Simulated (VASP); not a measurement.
Runs of VASP 6.6.1 on NaH20ClO10. The cells are those of the table. 

```csv
cell,gap on the mesh (eV),pressure (GPa),largest force (eV/Å)
"a = 7.233 Å, 32 atoms",3.97,-1.1,2.84
"a = 6.287 Å, 32 atoms",4.76,9.3,3.21
"a = 6.386 Å, 32 atoms",(a),5.4,3.26
"a = 6.138 Å, 32 atoms",(b),2.3,(c)
```

Alike in all rows: task single point; level LDA; potentials or basis VASP PAW LDA potentials, release 64 (O, H, Na_pv, Cl); no spin polarisation; k mesh 1 × 1 × 1; cutoff (eV) 520; smearing fermi-dirac 0.02 eV.

**Question.** Estimate the missing entries.

**Answer.** (a) 4.19; (b) 4.34; (c) 2.37.

Caveats: all runs use coarse meshes.

A k mesh can miss the band edges.
